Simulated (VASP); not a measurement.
# MnS: single point with LDA

The system is MnS.

```
CELL_PARAMETERS angstrom
3.09904 0.00000 0.00000
0.00000 3.09904 0.00000
0.00000 0.00000 3.09904
ATOMIC_POSITIONS crystal
Mn 0.50000 0.50000 0.50000
S 0.00000 0.00000 0.00000
```

```json
{
  "Program": "VASP 6.6.1",
  "Task": "single point",
  "Functional": "LDA",
  "Potentials or basis": "VASP PAW LDA potentials, release 64 (Mn_pv, S)",
  "Cutoff": "520 eV",
  "k mesh": "6 × 6 × 6",
  "Occupations": "methfessel-paxton, width 0.1 eV",
  "Spin": "collinear spin, ferromagnetic start",
  "Starting moments": "[4.0, 0.0] μB"
}
```

| Quantity | Value |
| --- | --- |
| Pressure | -18.0 GPa |
| Net moment | 3.25 μB per cell |
| Site moments | Mn +3.21; S -0.09 μB |
| Valence electrons inside the program's atomic spheres | Mn 11.45; S 3.61 |

Levels at points of the mesh, in eV from the Fermi level:
Spin up:
```csv
k point,band 7,band 8,band 9,band 10,band 11,band 12,band 13,band 14,band 15,band 16
"(0.00, 0.00, 0.00)",-1.67,-1.67,-1.67,-1.63,-1.63,-1.63,2.07,7.12,7.12,15.48
"(0.50, 0.00, 0.00)",-3.31,-2.70,-1.52,-0.93,1.22,1.22,5.03,6.78,7.93,8.27
"(0.50, 0.50, 0.00)",-3.11,-2.16,-2.16,-1.57,-0.96,-0.07,1.60,9.55,10.00,10.00
"(0.50, 0.50, 0.50)",-6.10,-0.93,-0.93,0.59,0.59,0.59,1.96,1.96,1.96,7.38
```
Spin down:
```
           k point  band 4  band 5  band 6  band 7  band 8  band 9  band 10  band 11  band 12  band 13
(0.00, 0.00, 0.00)  -15.27   -1.63   -1.63   -1.63   -1.13   -1.13     1.20     1.20     1.20     2.71
(0.50, 0.00, 0.00)  -13.79   -7.64   -2.12   -2.12   -0.40    1.36     1.70     2.86     2.86     5.45
(0.50, 0.50, 0.00)  -12.82   -5.75   -5.75   -1.50   -0.13    0.44     0.44     0.99     1.82     3.35
(0.50, 0.50, 0.50)  -11.52   -5.54   -5.54   -5.54    1.86    1.86     2.46     2.46     2.46     2.94
```

Run time: 16 s on 1 thread of Intel Xeon 6975P-C, with other jobs on the host, peak memory 0.14 GiB.

Caveat: a cell with one magnetic atom can't hold antiferromagnetic order, which such compounds often take; semilocal functionals often make such compounds metallic where correlation or magnetic order opens a gap, which also shifts bond lengths. With open d or f shells a metallic result of LDA can be an artefact of self-interaction; +U or a hybrid may open a gap.
